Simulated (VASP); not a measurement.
# C (R-3m) in VASP: further runs

Runs on C. Level: PBEsol. Tasks: single point.

All numbers are computed with VASP 6.6.1; they aren't measurements. Logs are shortened: lines on timing, memory, paths and dates and some standing lists are left out, and cuts for length are marked.

## (1) The cell of the first run

Symmetry: R-3m, No. 166, trigonal system. The conventional cell has a = 2.482 Å, b = 2.482 Å, c = 29.298 Å, α = 90.00°, β = 90.00°, γ = 120.00°. C (site symmetry 3m) has 4 C at 1.45 to 1.51 Å within 1.9 Å. C (site symmetry 3m) has 4 C at 1.46 to 1.51 Å within 1.9 Å. C (site symmetry 3m) has 4 C at 1.46 to 1.51 Å within 1.9 Å. C (site symmetry 3m) has 4 C at 1.48 to 1.51 Å within 2.0 Å. C (site symmetry 3m) has 4 C at 1.48 to 1.51 Å within 2.0 Å.

## (2) Single point, PBEsol

INCAR reads:

```
PREC = Accurate
ENCUT = 520
EDIFF = 1E-6
ISMEAR = 0
SIGMA = 0.05
LREAL = False
LASPH = True
NELM = 60
ALGO = Normal
ISIF = 2
LWAVE = False
LCHARG = False
GGA = PS
NBANDS = 31
```

KPOINTS reads:

```
regular mesh
0
Gamma
  12 12 12
```

POSCAR reads:

```
C
1.0
    1.2408500000      0.7164050815      9.7660333333
   -1.2408500000      0.7164050815      9.7660333333
    0.0000000000     -1.4328101630      9.7660333333
C
10
Direct
    0.0248220069      0.0248220069      0.0248220069
    0.9751779931      0.9751779931      0.9751779931
    0.1086877374      0.1086877374      0.1086877374
    0.8913122626      0.8913122626      0.8913122626
    0.1583652898      0.1583652898      0.1583652898
    0.8416347102      0.8416347102      0.8416347102
    0.3748635523      0.3748635523      0.3748635523
    0.6251364477      0.6251364477      0.6251364477
    0.4253181912      0.4253181912      0.4253181912
    0.5746818088      0.5746818088      0.5746818088
```

Potentials or basis: VASP PAW PBE potentials, release 64 (C).

Started as:

```sh
cat potpaw_PBE.64/C/POTCAR > POTCAR
mpirun -np 1 vasp_std > vasp.out
```

OUTCAR:

```text
PREC = Accurate
   ENCUT = 520
   EDIFF = 1E-6
   ISMEAR = 0
   LREAL = False
   LASPH = True
   NELM = 60
   ISIF = 2
   GGA = PS

 ion  position               nearest neighbor table
   1  0.025  0.025  0.025-   2 1.45   7 1.51   7 1.51   7 1.51
   2  0.975  0.975  0.975-   1 1.45   8 1.51   8 1.51   8 1.51
   3  0.109  0.109  0.109-   5 1.46   9 1.51   9 1.51   9 1.51
   4  0.891  0.891  0.891-   6 1.46  10 1.51  10 1.51  10 1.51
   5  0.158  0.158  0.158-   3 1.46   6 1.51   6 1.51   6 1.51
   6  0.842  0.842  0.842-   4 1.46   5 1.51   5 1.51   5 1.51
   7  0.375  0.375  0.375-   9 1.48   1 1.51   1 1.51   1 1.51
   8  0.625  0.625  0.625-  10 1.48   2 1.51   2 1.51   2 1.51
   9  0.425  0.425  0.425-   7 1.48   3 1.51   3 1.51   3 1.51
  10  0.575  0.575  0.575-   8 1.48   4 1.51   4 1.51   4 1.51

  LATTYP: Found a trigonal (rhomboedric) cell.
 ALAT       =     9.8705801263
 COS(alpha) =     0.9683930049

  Lattice vectors:

 A1 = (   1.2408500000,   0.7164050815,   9.7660333333)
 A2 = (  -1.2408500000,   0.7164050815,   9.7660333333)
 A3 = (   0.0000000000,  -1.4328101630,   9.7660333333)

Analysis of symmetry for initial positions (statically):
=====================================================================
 Subroutine PRICEL returns:
 Original cell was already a primitive cell.

 Routine SETGRP: Setting up the symmetry group for a
 trigonal (rhombohedral) supercell.

 Subroutine GETGRP returns: Found 12 space group operations
 (whereof 12 operations were pure point group operations)
 out of a pool of 12 trial point group operations.

The static configuration has the point symmetry D_3d.

Analysis of symmetry for dynamics (positions and initial velocities):
=====================================================================
 Subroutine PRICEL returns:
 Original cell was already a primitive cell.

 Routine SETGRP: Setting up the symmetry group for a
 trigonal (rhombohedral) supercell.

 Subroutine GETGRP returns: Found 12 space group operations
 (whereof 12 operations were pure point group operations)
 out of a pool of 12 trial point group operations.

The dynamic configuration has the point symmetry D_3d.

 Subroutine INISYM returns: Found 12 space group operations
 (whereof 12 operations are pure point group operations),
 and found     1 'primitive' translations

----------------------------------------------------------------------------------------

                                     Primitive cell

  volume of cell :      52.0892

  direct lattice vectors                    reciprocal lattice vectors
     1.240850000  0.716405082  9.766033333     0.402949591  0.232643055  0.034131906
    -1.240850000  0.716405082  9.766033333    -0.402949591  0.232643055  0.034131906
     0.000000000 -1.432810163  9.766033333     0.000000000 -0.465286110  0.034131906

  length of vectors
     9.870580126  9.870580126  9.870580126     0.466536334  0.466536334  0.466536334

  position of ions in fractional coordinates (direct lattice)
     0.024822007  0.024822007  0.024822007
     0.975177993  0.975177993  0.975177993
     0.108687737  0.108687737  0.108687737
     0.891312263  0.891312263  0.891312263
     0.158365290  0.158365290  0.158365290
     0.841634710  0.841634710  0.841634710
     0.374863552  0.374863552  0.374863552
     0.625136448  0.625136448  0.625136448
     0.425318191  0.425318191  0.425318191
     0.574681809  0.574681809  0.574681809

  ion indices of the primitive-cell ions
   primitive index   ion index
                 1           1
                 2           2
                 3           3
                 4           4
                 5           5
                 6           6
                 7           7
                 8           8
                 9           9
                10          10

----------------------------------------------------------------------------------------

 KPOINTS: regular mesh

Automatic generation of k-mesh.
 Grid dimensions read from file:
 generate k-points for:   12   12   12

 Generating k-lattice:

  Cartesian coordinates                     Fractional coordinates (reciprocal lattice)
     0.033579133  0.019386921  0.002844326     0.083333333 -0.000000000  0.000000000
    -0.033579133  0.019386921  0.002844326    -0.000000000  0.083333333  0.000000000
     0.000000000 -0.038773842  0.002844326     0.000000000  0.000000000  0.083333333

  Length of vectors
     0.038878028  0.038878028  0.038878028

  Shift w.r.t. Gamma in fractional coordinates (k-lattice)
     0.000000000  0.000000000  0.000000000

 Subroutine IBZKPT returns following result:
 ===========================================

 Found    189 irreducible k-points:

 Following reciprocal coordinates:
            Coordinates               Weight
  0.000000  0.000000  0.000000      1.000000
  0.083333  0.000000  0.000000      6.000000
  0.166667  0.000000  0.000000      6.000000
  0.250000 -0.000000  0.000000      6.000000
  0.333333  0.000000  0.000000      6.000000
  0.416667  0.000000  0.000000      6.000000
[... 16 lines left out ...]
  0.500000  0.166667 -0.000000     12.000000
 -0.416667  0.166667  0.000000     12.000000
 [... further k-points ...]
   k-points           NKPTS =    189   k-points in BZ     NKDIM =    189   number of bands    NBANDS=     31
   number of dos      NEDOS =    301   number of ions     NIONS =     10
   total plane-waves  NPLWV = 512000
   dimension x,y,z NGX =    80 NGY =   80 NGZ =   80
   dimension x,y,z NGXF=   160 NGYF=  160 NGZF=  160
   ions per type =              10
   NGX,Y,Z   is equivalent  to a cutoff of  13.47, 13.47, 13.47 a.u.
   NGXF,Y,Z  is equivalent  to a cutoff of  26.95, 26.95, 26.95 a.u.
 SYSTEM =  unknown system
   PREC   = accura    normal or accurate (medium, high low for compatibility)
   ISTART =      0    job   : 0-new  1-cont  2-samecut
   ICHARG =      2    charge: 1-file 2-atom 10-const
   ISPIN  =      1    spin polarized calculation?
   LNONCOLLINEAR =      F non collinear calculations
   LSORBIT =      F    spin-orbit coupling
   LASPH  =      T    aspherical Exc in radial PAW
   ENCUT  =  520.0 eV  38.22 Ry    6.18 a.u.  18.35 18.35 18.35*2*pi/ulx,y,z
   NELM   =     60;   NELMIN=  2; NELMDL= -5     # of ELM steps
   EDIFF  = 0.1E-05   stopping-criterion for ELM
   LREAL  =      F    real-space projection
   EDIFFG = 0.1E-04   stopping-criterion for IOM
   NSW    =      0    number of steps for IOM
   IBRION =     -1    ionic relax: 0-MD 1-quasi-New 2-CG
   NFREE  =      0    steps in history (QN), initial steepest desc. (CG)
   ISIF   =      2    stress and relaxation
   ISYM   =      2    0-nonsym 1-usesym 2-fastsym
   POTIM  = 0.5000    time-step for ionic-motion
   TEBEG  =    0.0;   TEEND  =   0.0 temperature during run
   PSTRESS=    0.0 pullay stress
   NELECT =      40.0000    total number of electrons
   NUPDOWN=      -1.0000    fix difference up-down
   EMIN   =  10.00;   EMAX   =-10.00  energy-range for DOS
   EFERMI =   0.00;   METHOD = LEGACY
   ISMEAR =     0;   SIGMA  =   0.05  broadening in eV -4-tet -1-fermi 0-gaus
   EFERMI_NEDOS =   21; number of points for ismear=-14 and -15
   IALGO  =     38    algorithm
   IMIX   =      4    mixing-type and parameters
     AMIX     =   0.40;   BMIX     =  1.00
     AMIX_MAG =   1.60;   BMIX_MAG =  1.00
  volume/ion in A,a.u.               =       5.21        35.15
  Fermi-wavevector in a.u.,A,eV,Ry     =   1.499152  2.832987 30.578509  2.247457
  Thomas-Fermi vector in A             =   2.610819
   LORBIT       =      0    0 simple, 1 ext, 2 COOP (PROOUT), +10 PAW based schemes
   GGA     = PS    functional components
   LHFCALC =     F    Hartree Fock is set to
   AEXX    =    0.0000 exact exchange contribution
   IVDW    =     0    specifies the selected vdW correction
   LEPSILON=     F    determine dielectric tensor
   LRPA    =     F    only Hartree local field effects (RPA)
 non-spin polarized calculation
 Gauss-broadening in eV      SIGMA  =   0.05
  energy-cutoff  :      520.00
  volume of cell :       52.09
 maximum number of plane-waves:      1425
 NGX is ok and might be reduce to    80
   NGX = 37   NGY = 37   NGZ = 37

 number of electron      40.0000001 magnetization

 Free energy of the ion-electron system (eV)
  ---------------------------------------------------
  ext. energy  EPLUGINS =         0.00000000
  ---------------------------------------------------
  free energy    TOTEN  =       -95.35156475 eV

  energy without entropy =      -95.35156475  energy(sigma->0) =      -95.35156475

 E-fermi :  11.3290     XC(G=0): -13.8523

 val. band max:       11.1306018575   @ k =   0.0000   0.0000   0.0000
 cond. band min:      15.1267901234   @ k =   0.5000   0.5000   0.0000
 fundamental gap:      3.9961882659
 Fermi energy:        11.3289646043

 k-point     1 :       0.0000    0.0000    0.0000
  band No.  band energies     occupation
      1     -11.7393      2.00000
      2     -10.5371      2.00000
      3     -10.4752      2.00000
      4      -6.9027      2.00000
      5      -6.8811      2.00000
      6      -0.9334      2.00000
[... 23 lines left out ...]
     30      19.5386      0.00000
     31      19.8078      0.00000

 k-point     2 :       0.0833    0.0000    0.0000
  band No.  band energies     occupation
      1     -11.5619      2.00000
      2     -10.4051      2.00000
      3     -10.2557      2.00000
      4      -6.8544      2.00000
      5      -6.5946      2.00000
      6      -0.9617      2.00000
[... 23 lines left out ...]
     30      19.7376      0.00000
     31      20.0501      0.00000

 k-point     3 :       0.1667    0.0000    0.0000
  band No.  band energies     occupation
      1     -11.0312      2.00000
      2      -9.9437      2.00000
      3      -9.6664      2.00000
      4      -6.4813      2.00000
      5      -5.9700      2.00000
      6      -0.7175      2.00000
[... 23 lines left out ...]
     30      20.4918      0.00000
     31      21.1726      0.00000

 k-point     4 :       0.2500   -0.0000    0.0000
  band No.  band energies     occupation
      1     -10.1532      2.00000
      2      -9.1400      2.00000
      3      -8.7346      2.00000
      4      -5.7818      2.00000
      5      -5.0360      2.00000
      6      -0.2673      2.00000
[... 23 lines left out ...]
     30      21.3953      0.00000
     31      21.7814      0.00000

 k-point     5 :       0.3333    0.0000    0.0000
  band No.  band energies     occupation
      1      -8.9420      2.00000
      2      -8.0076      2.00000
      3      -7.4827      2.00000
      4      -4.7846      2.00000
      5      -3.8584      2.00000
      6      -0.7263      2.00000
[... 23 lines left out ...]
     30      22.1301      0.00000
     31      22.4583      0.00000
[... 542 lines left out ...]
     30      21.9746      0.00000
     31      22.2081      0.00000

 k-point    22 :       0.4167    0.1667    0.0000
  band No.  band energies     occupation
      1      -8.4023      2.00000
      2      -7.6726      2.00000
      3      -6.7593      2.00000
      4      -4.6645      2.00000
      5      -3.0471      2.00000
      6      -0.6768      2.00000
[... 23 lines left out ...]
     30      22.0707      0.00000
     31      22.7703      0.00000

 k-point    23 :       0.5000    0.1667   -0.0000
  band No.  band energies     occupation
      1      -6.9103      2.00000
      2      -6.2677      2.00000
      3      -5.3104      2.00000
      4      -3.6003      2.00000
      5      -2.7886      2.00000
      6      -2.0231      2.00000
[... 23 lines left out ...]
     30      22.5244      0.00000
     31      22.6335      0.00000

 k-point    24 :      -0.4167    0.1667    0.0000
  band No.  band energies     occupation
      1      -5.5548      2.00000
      2      -5.1853      2.00000
      3      -4.7207      2.00000
      4      -3.8264      2.00000
      5      -3.6181      2.00000
      6      -2.7130      2.00000
[... 23 lines left out ...]
     30      22.4195      0.00000
     31      22.6776      0.00000

 [... further k-points ...]

------------------------ aborting loop because EDIFF is reached ----------------------------------------

  FORCE on cell =-STRESS in cart. coord.  units (eV):
  Direction    XX          YY          ZZ          XY          YZ          ZX
  --------------------------------------------------------------------------------------
  -------------------------------------------------------------------------------------
  Total        6.1429427      6.1429427     28.4330186     -0.0000000     -0.0000000      0.0000000
  in kB      188.9468494    188.9468494    874.5530439     -0.0000000     -0.0000000      0.0000000
  external PRESSURE =     417.4822476 kB  Pullay stress =       0.0000000 kB

 VOLUME and BASIS-vectors are now :
 -----------------------------------------------------------------------------
  energy-cutoff  :      520.00
  volume of cell :       52.09
      direct lattice vectors                 reciprocal lattice vectors
     1.240850000  0.716405082  9.766033333     0.402949591  0.232643055  0.034131906
    -1.240850000  0.716405082  9.766033333    -0.402949591  0.232643055  0.034131906
     0.000000000 -1.432810163  9.766033333     0.000000000 -0.465286110  0.034131906

 POSITION                                       TOTAL-FORCE (eV/Angst)
 -----------------------------------------------------------------------------------
      0.00000      0.00000      0.72724         0.000000     -0.000000      0.431748
      0.00000      0.00000     28.57086         0.000000     -0.000000     -0.431748
      0.00000      0.00000      3.18434         0.000000     -0.000000     -0.419378
      0.00000      0.00000     26.11376         0.000000      0.000000      0.419378
      0.00000      0.00000      4.63980         0.000000      0.000000      0.585992
      0.00000      0.00000     24.65830         0.000000      0.000000     -0.585992
      0.00000      0.00000     10.98279         0.000000     -0.000000     -0.479525
      0.00000      0.00000     18.31531         0.000000      0.000000      0.479525
      0.00000      0.00000     12.46101         0.000000      0.000000      0.483643
      0.00000      0.00000     16.83709         0.000000      0.000000     -0.483643
 -----------------------------------------------------------------------------------
    total drift:                                0.000000      0.000000     -0.000000

  FREE ENERGIE OF THE ION-ELECTRON SYSTEM (eV)
  ---------------------------------------------------
  free  energy   TOTEN  =       -95.3515647496 eV

  energy  without entropy=      -95.3515647496  energy(sigma->0) =      -95.35156475
```

Run time: 47 min. Hardware: 1 thread of Intel Xeon 6975P-C (Granite Rapids), shared host; peak memory 0.94 GiB.

What came out:

- Free energy: -95.3516 eV
- Pressure: 41.7 GPa
- Largest force: 0.586 eV/Å
- Band gap on the k mesh: 4.00 eV (least direct gap 4.94 eV)

Forces on the atoms (eV/Å):
```
C    0.000  0.000  0.432
C    0.000  0.000 -0.432
C    0.000  0.000 -0.419
C    0.000  0.000  0.419
C    0.000  0.000  0.586
C    0.000  0.000 -0.586
C    0.000  0.000 -0.480
C    0.000  0.000  0.480
C    0.000  0.000  0.484
C    0.000  0.000 -0.484
```

Levels at points of the mesh, in eV from the valence-band top:
```
           k point  band 16  band 17  band 18  band 19  band 20  band 21  band 22  band 23  band 24  band 25
(0.00, 0.00, 0.00)    -1.69    -1.69    -0.27     0.00     0.00     4.94     4.94     6.65     6.66     6.66
(0.50, 0.00, 0.00)    -5.08    -4.97    -4.91    -3.80    -2.98     4.25     4.27     6.35     6.45     7.05
(0.50, 0.50, 0.00)    -5.98    -4.43    -4.38    -3.63    -3.61     4.00     5.06     5.12     6.24     7.81
(0.50, 0.50, 0.50)    -1.72    -0.64    -0.64    -0.58    -0.58     5.57     5.57     5.71     5.71     7.00
```

Caveat: the cell stands under pressure; the PAW data sets were made with another functional, which shifts forces and pressure a little. A k mesh can miss the band edges.

## (3) Single point, PBEsol

This run uses another cell than the first one, of 5.25 Å³/atom.

INCAR reads:

```
SYSTEM = C
PREC = Accurate
ENCUT = 520
EDIFF = 1E-7
ISMEAR = 0
SIGMA = 0.05
LREAL = .False.
LASPH = .True.
NELM = 100
ALGO = Normal
ISIF = 2
LWAVE = .False.
LCHARG = .True.
GGA = PS
LELF = .True.
LVHAR = .True.
NBANDS = 31
```

KPOINTS reads:

```
Automatic mesh
0
Gamma
  12 12 12
  0 0 0
```

POSCAR: that of step 2 with these lines changed.

```diff
@@ -2,5 +2,5 @@
 1.0
-    1.2408500000      0.7164050815      9.7660333333
-   -1.2408500000      0.7164050815      9.7660333333
-    0.0000000000     -1.4328101630      9.7660333333
+    1.2283500000      0.7091882032     10.0411333333
+   -1.2283500000      0.7091882032     10.0411333333
+    0.0000000000     -1.4183764063     10.0411333333
 C
```

Potentials or basis: VASP PAW PBE potentials, release 64 (C).

Started as:

```sh
cat potpaw_PBE.64/C/POTCAR > POTCAR
mpirun -np 1 vasp_std > vasp.out
```

It took 52 min on 1 thread of Intel Xeon 6975P-C (Granite Rapids), shared host; peak memory 0.96 GiB.

The run converged. Its results:

* Free energy: -95.7673 eV
* Pressure: 35.9 GPa
* Largest force: 0.060 eV/Å
* Band gap on the k mesh: 4.48 eV (least direct gap 5.39 eV)

Forces in eV/Å, atoms in the order of the input:
```
C    0.000  0.000  0.027
C    0.000  0.000 -0.027
C    0.000  0.000 -0.022
C    0.000  0.000  0.022
C    0.000  0.000  0.060
C    0.000  0.000 -0.060
C    0.000  0.000  0.002
C    0.000  0.000 -0.002
C    0.000  0.000 -0.001
C    0.000  0.000  0.001
```

Stress tensor (GPa, compression positive):
```
32.50  0.00  0.00
 0.00 32.50  0.00
 0.00  0.00 42.63
```

Levels at points of the mesh, in eV from the valence-band top:
| k point | band 16 | band 17 | band 18 | band 19 | band 20 | band 21 | band 22 | band 23 | band 24 | band 25 |
| --- | --- | --- | --- | --- | --- | --- | --- | --- | --- | --- |
| (0.00, 0.00, 0.00) | -1.44 | -1.44 | -0.21 | 0.00 | 0.00 | 5.39 | 5.39 | 5.81 | 6.93 | 6.93 |
| (0.50, 0.00, 0.00) | -5.15 | -4.85 | -4.79 | -3.84 | -3.14 | 4.78 | 4.78 | 6.42 | 6.57 | 6.70 |
| (0.50, 0.50, 0.00) | -5.90 | -4.51 | -4.40 | -3.68 | -3.67 | 4.55 | 5.49 | 5.51 | 5.68 | 7.30 |
| (0.50, 0.50, 0.50) | -1.93 | -0.53 | -0.53 | -0.48 | -0.48 | 5.93 | 5.93 | 6.05 | 6.05 | 6.71 |

Caveat: the cell stands under pressure; the PAW data sets were made with another functional, which shifts forces and pressure a little. A k mesh can miss the band edges.
